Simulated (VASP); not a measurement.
Wanted: the native input for a VASP 6.6.1 run.

```yaml
Task: single point
Functional: PBEsol
Potentials_or_basis: VASP PAW PBE potentials, release 64 (Li_sv)
Cutoff: 520 eV
k_mesh: 8 × 8 × 8
Occupations: gaussian, width 0.1 eV
Spin: no spin polarisation
Dipole_correction: no
Further_INCAR_settings: ALGO = Fast; EDIFF = 1e-06; NBANDS = 22
```

The structure of Li lies in POSCAR:

```
Li
1.0
    5.4511797380      0.0000000000      0.0000000000
    0.0000000000      5.4511797380      0.0000000000
    0.0000000000      0.0000000000      5.4511797380
Li
8
Direct
    0.5000000000      0.5000000000      0.5000000000
    0.0000000000      0.0000000000      0.0000000000
    0.2500000000      0.0000000000      0.5000000000
    0.5000000000      0.2500000000      0.0000000000
    0.5000000000      0.7500000000      0.0000000000
    0.7500000000      0.0000000000      0.5000000000
    0.0000000000      0.5000000000      0.7500000000
    0.0000000000      0.5000000000      0.2500000000
```

The input as run:

INCAR

```
SYSTEM = Li
PREC = Accurate ; ENCUT = 520
EDIFF = 1E-6 ; ISMEAR = 0
SIGMA = 0.1 ; LREAL = .FALSE.
LASPH = .TRUE. ; NELM = 60
ALGO = Fast ; ISIF = 2
LWAVE = .FALSE. ; LCHARG = .FALSE.
GGA = PS ; NBANDS = 22
```

KPOINTS

```
regular mesh
0
G
  8 8 8
  0 0 0
```

Potentials or basis: VASP PAW PBE potentials, release 64 (Li_sv).

The run is started by

```console
$ cat potpaw_PBE.64/Li_sv/POTCAR > POTCAR
$ mpirun -np 1 vasp_std > vasp.out
```

It gave:

| Item | Value |
| --- | --- |
| Band gap on the k mesh | zero (band 12 reaches 1.03 eV, above the bottom of band 13 at -0.09 eV) |

Wall time 2.5 min on 1 thread of Intel(R) Xeon(R) Platinum 8259CL CPU @ 2.50GHz (Skylake/Cascade Lake), with other jobs on the host, peak memory 0.28 GiB.
